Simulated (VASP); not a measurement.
# GaN: relaxation of cell and atoms with PBEsol

The system is GaN.

```
CELL_PARAMETERS angstrom
2.24914 2.24914 0.00000
-2.24914 2.24914 0.00000
0.00000 2.24914 2.24914
ATOMIC_POSITIONS crystal
Ga 0.00000 0.00000 0.00000
N 0.25000 0.75000 0.50000
```

```yaml
Program: VASP 6.6.1
Task: relaxation of cell and atoms
Functional: PBEsol
Potentials_or_basis: VASP PAW PBE potentials, release 64 (Ga_d, N)
Cutoff: 600 eV
k_mesh: 10 × 10 × 10
Occupations: gaussian, width 0.01 eV
Spin: no spin polarisation
Target_pressure: 4 GPa
Dipole_correction: no
Further_INCAR_settings: ALGO = Normal; EDIFF = 1e-06; IBRION = 2; EDIFFG = -0.002; NSW = 100; ISIF = 3
```

| Quantity | Value |
| --- | --- |
| Relaxed volume | 11.12 Å³/atom |
| Relaxed cell | a = 3.157 Å, b = 3.157 Å, c = 3.157 Å, α = 60.00°, β = 60.00°, γ = 90.00° |
| Space group after relaxing (to 0.05 Å) | F-43m (No. 216) |
| Energy change on relaxing (the enthalpy is what falls) | +2.8 meV/atom |
| Ionic steps | 7 |
| Pressure after relaxing | 4.0 GPa |
| Band gap on the k mesh | 1.86 eV, direct |

Step by step:
| step | energy change (eV) | largest force (eV/Å) | pressure (GPa) | volume (Å³) |
| --- | --- | --- | --- | --- |
| 1 | 0.0000 | 0.0000 | -0.43 | 22.76 |
| 2 | 0.0264 | 0.0000 | 8.84 | 21.73 |
| 3 | 0.0053 | 0.0000 | 3.36 | 22.26 |
| 4 | 0.0070 | 0.0000 | 4.59 | 22.20 |
| 5 | 0.0061 | 0.0000 | 4.18 | 22.23 |
| 6 | 0.0059 | 0.0000 | 4.12 | 22.24 |
| 7 | 0.0056 | 0.0000 | 4.01 | 22.25 |

Final structure:
```
Ga N
1.0
     2.23227    2.23227    0.00000
    -2.23227    2.23227    0.00000
     0.00000    2.23227    2.23227
Ga N
1 1
Direct
  0.00000 0.00000 0.00000
  0.25000 0.75000 0.50000
```

Levels at points of the mesh, in eV from the valence-band top:
| k point | band 6 | band 7 | band 8 | band 9 | band 10 | band 11 | band 12 | band 13 |
| --- | --- | --- | --- | --- | --- | --- | --- | --- |
| (0.00, 0.00, 0.00) | -13.08 | 0.00 | 0.00 | 0.00 | 1.86 | 10.38 | 10.38 | 10.38 |
| (0.50, 0.00, 0.00) | -11.83 | -7.30 | -1.02 | -1.02 | 4.76 | 8.77 | 10.41 | 10.41 |
| (0.50, 0.50, 0.00) | -11.40 | -6.30 | -2.84 | -2.84 | 3.23 | 6.72 | 11.78 | 14.18 |

Wall time 45 s on 1 thread of Intel(R) Xeon(R) Platinum 8488C (Sapphire Rapids), on a shared host, peak memory 0.17 GiB.

Caveat: the cell is relaxed towards a set pressure, so the enthalpy falls and the energy may rise; the PAW data sets were made with another functional, which shifts forces and pressure a little.
